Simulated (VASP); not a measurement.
The system is OsAu2.

```
Os Au
1.0
     4.67558    0.00000    0.00000
    -2.33779    4.04917    0.00000
     0.00000    0.00000    2.67594
Os Au
1 2
Direct
  0.00000 0.00000 0.00000
  0.33333 0.66667 0.50000
  0.66667 0.33333 0.50000
```

- Program: VASP 6.6.1
- Task: relaxation of cell and atoms
- Functional: PBE
- Potentials or basis: VASP PAW PBE potentials, release 64 (Os, Au)
- Cutoff: 600 eV
- k mesh: 12 × 12 × 18
- Occupations: gaussian, width 0.1 eV
- Spin: no spin polarisation

At the start: pressure -0.5 GPa; volume 16.89 Å³/atom.

Task: How do energy, volume and symmetry change on relaxing?

Result: Over 5 steps the energy falls by 2.2 meV/atom; space group P6/mmm (No. 191, to 0.1 Å) before and after.

The path:
```
step  energy change (eV)  largest force (eV/Å)  pressure (GPa)  volume (Å³)
   1              0.0000                0.0000           -0.50        50.66
   2              0.0004                0.0000            1.95        50.27
   3             -0.0061                0.0000            0.64        50.47
   4             -0.0058                0.0000           -0.89        50.88
   5             -0.0065                0.0000           -0.02        50.64
```

Final structure:
```
Os Au
1.0
     4.69529    0.00000    0.00000
    -2.34765    4.06624    0.00000
     0.00000    0.00000    2.65228
Os Au
1 2
Direct
  0.00000 0.00000 0.00000
  0.33333 0.66667 0.50000
  0.66667 0.33333 0.50000
```
